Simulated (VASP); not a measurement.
Here is a VASP 6.6.1 calculation.

File INCAR:

```
  PREC = Accurate
  ENCUT = 520
  EDIFF = 1E-6
  ISMEAR = -1
  SIGMA = 0.1
  LREAL = False
  LASPH = True
  NELM = 60
  ALGO = Normal
  ISIF = 2
  LWAVE = False
  LCHARG = True
  GGA = RP
  LELF = True
  LVHAR = True
  NBANDS = 18
```

KPOINTS

```
regular mesh
0
Gamma
  11 11 15
```

The input POSCAR:

```
Re
1.0
    4.3958329721      0.0000000000      0.0000000000
   -2.1979164861      3.8069030247      0.0000000000
    0.0000000000      0.0000000000      2.7548961293
Re
3
Direct
    1.0000000000      1.0000000000      1.0000000000
    0.3333333333      0.6666666667      0.5000000000
    0.6666666667      0.3333333333      0.5000000000
```

Potentials or basis: VASP PAW PBE potentials, release 64 (Re).

Run with:

```sh
$ cat potpaw_PBE.64/Re/POTCAR > POTCAR
$ mpirun -np 1 vasp_std > vasp.out
```

Q: What does it give for the band gap on the k mesh?

A: Zero (an odd number of electrons rules out a gap without spin polarisation).

Q: Predict the pressure.

A: -1.0 GPa.

Stress tensor (GPa, compression positive):
```
-1.15  0.00  0.00
 0.00 -1.15  0.00
 0.00  0.00 -0.63
```

Caveat: the PAW data sets were made with another functional, which shifts forces and pressure a little; spin-orbit coupling is left out, which moves the levels of the heavy elements.
